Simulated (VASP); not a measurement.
Input of a VASP 6.6.1 run:

File INCAR:

```
PREC     = Accurate       # precision mode
ENCUT    = 520            # plane-wave cutoff, eV
EDIFF    = 1E-6           # SCF threshold, eV
ISMEAR   = 0              # smearing method
SIGMA    = 0.1            # smearing width, eV
LREAL    = False          # projectors in reciprocal space
LASPH    = True           # aspherical terms in the spheres
NELM     = 80             # most SCF steps
ALGO     = Normal         # electronic algorithm
ISIF     = 2              # what is computed and relaxed
LWAVE    = False          # write WAVECAR
LCHARG   = False          # write CHGCAR
GGA      = PE             # functional
NBANDS   = 16             # bands
```

File KPOINTS:

```
regular mesh
0
Gamma
  9 9 9
```

Contents of POSCAR:

```
HgTe
1.0
    4.7019744918      0.0000000000      0.0000000000
   -2.3509872459      4.0720293578      0.0000000000
    2.3509872459     -1.3573431193      3.8391460961
Hg Te
1 1
Direct
    0.0000000000      0.0000000000      0.0000000000
    0.2500000000      0.7500000000      0.2500000000
```

Potentials or basis: VASP PAW PBE potentials, release 64 (Hg, Te).

The run is started by

```bash
$ cat potpaw_PBE.64/Hg/POTCAR potpaw_PBE.64/Te/POTCAR > POTCAR
$ mpirun -np 1 vasp_std > vasp.out
```

What does it give for the pressure?

0.1 GPa.

What does it give for the band gap on the k mesh?

Zero (filled and empty bands touch).

Caveat: spin-orbit coupling is left out, which moves the levels of the heavy elements.
